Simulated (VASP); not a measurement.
A run of VASP 6.6.1:

File INCAR:

```
PREC     = Accurate       # precision mode
ENCUT    = 400            # plane-wave cutoff, eV
EDIFF    = 1E-6           # SCF threshold, eV
ISMEAR   = 0              # smearing method
SIGMA    = 0.02           # smearing width, eV
LREAL    = F              # projectors in reciprocal space
LASPH    = T              # aspherical terms in the spheres
NELM     = 120            # most SCF steps
ALGO     = Normal         # electronic algorithm
ISIF     = 2              # what is computed and relaxed
LWAVE    = F              # write WAVECAR
LCHARG   = F              # write CHGCAR
LDIPOL   = T            
IDIPOL   = 3            
DIPOL    = 0.5 0.5 0.500
GGA      = PE             # functional
IVDW     = 12             # dispersion correction
NBANDS   = 18             # bands
GGA_COMPAT= F            
NELMDL   = -8
```

The input KPOINTS:

```
Automatic mesh
0
Gamma
  9 9 1
```

POSCAR

```
HfS2
1.0
    3.6180000000      0.0000000000      0.0000000000
   -1.8090000000      3.1332799109      0.0000000000
    0.0000000000      0.0000000000     31.8247012176
S Hf
2 1
Direct
    0.6666666667      0.3333333333      0.4542650852
    0.3333333333      0.6666666667      0.5457349148
    0.0000000000      0.0000000000      0.5000000000
```

Potentials or basis: VASP PAW PBE potentials, release 64 (S, Hf_pv).

Run with:

```sh
$ cat potpaw_PBE.64/S/POTCAR potpaw_PBE.64/Hf_pv/POTCAR > POTCAR
$ mpirun -np 1 vasp_std > vasp.out
```

Hardware: 1 thread of Intel(R) Xeon(R) Platinum 8488C (Sapphire Rapids), with other jobs on the host.

Task: How long does it take, and how much memory?

Result: Run time: 74 s on 1 thread of Intel(R) Xeon(R) Platinum 8488C (Sapphire Rapids) (shared host), peak memory 0.33 GiB. Counts: scf iterations 26, k points 12.
